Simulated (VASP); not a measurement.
Input of a VASP 6.6.1 run:

INCAR

```
PREC = Accurate
ENCUT = 520
EDIFF = 1E-6
ISMEAR = -1
SIGMA = 0.05
LREAL = False
LASPH = True
NELM = 60
ALGO = Normal
ISIF = 2
LWAVE = False
LCHARG = False
GGA = PE
NBANDS = 18
```

The input KPOINTS:

```
Automatic mesh
0
Gamma
  11 11 11
```

File POSCAR:

```
CuAu
1.0
    1.4620466157      0.8441130071      4.3121794307
   -1.4620466157      0.8441130071      4.3121794307
    0.0000000000     -1.6882260143      4.3121794307
Au Cu
1 1
Direct
    0.0000000000      0.0000000000      0.0000000000
    0.5000000000      0.5000000000      0.5000000000
```

Potentials or basis: VASP PAW PBE potentials, release 64 (Au, Cu).

Launch:

```sh
$ cat potpaw_PBE.64/Au/POTCAR potpaw_PBE.64/Cu/POTCAR > POTCAR
$ mpirun -np 1 vasp_std > vasp.out
```

**Question.** Estimate the pressure.

**Answer.** -5.0 GPa.

**Question.** Estimate the band gap on the k mesh.

**Answer.** Zero (band 11 reaches 9.56 eV, above the bottom of band 12 at 5.46 eV).

Stress tensor (GPa, compression positive):
```
-5.30  0.00  0.00
 0.00 -5.30  0.00
 0.00  0.00 -4.24
```

Caveat: spin-orbit coupling is left out, which moves the levels of the heavy elements.
